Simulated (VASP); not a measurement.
The system is BeS.

```xyz
2
Lattice="0.0000 2.4379 2.4379 2.4379 0.0000 2.4379 2.4379 2.4379 0.0000" Properties=species:S:1:pos:R:3 pbc="T T T"
Be    0.0000    0.0000    0.0000
S     1.2190    1.2190    1.2190
```

* Program: VASP 6.6.1
* Task: relaxation of cell and atoms
* Functional: LDA
* Potentials or basis: VASP PAW LDA potentials, release 64 (Be, S)
* Cutoff: 600 eV
* k mesh: 8 × 8 × 8
* Occupations: fermi-dirac, width 0.02 eV
* Spin: no spin polarisation

At the start: pressure -4.5 GPa; volume 14.49 Å³/atom.

**Question.** Where does the relaxation end?

**Answer.** Over 3 steps the energy falls by 10.1 meV/atom and the volume is 13.80 Å³/atom (-4.8 %); space group F-43m (No. 216, to 0.05 Å).

The path:
| step | energy change (eV) | largest force (eV/Å) | pressure (GPa) | volume (Å³) |
| --- | --- | --- | --- | --- |
| 1 | 0.0000 | 0.0000 | -4.53 | 28.98 |
| 2 | -0.0191 | 0.0000 | 1.18 | 27.29 |
| 3 | -0.0202 | 0.0000 | 0.00 | 27.60 |

Final structure:
```yaml
crystal:
  lattice:
    - [0.00000, 2.39866, 2.39866]
    - [2.39866, 0.00000, 2.39866]
    - [2.39866, 2.39866, 0.00000]
  atoms:
    - { symbol: Be, position: [0.00000, 0.00000, 0.00000] }
    - { symbol: S, position: [0.25000, 0.25000, 0.25000] }
```
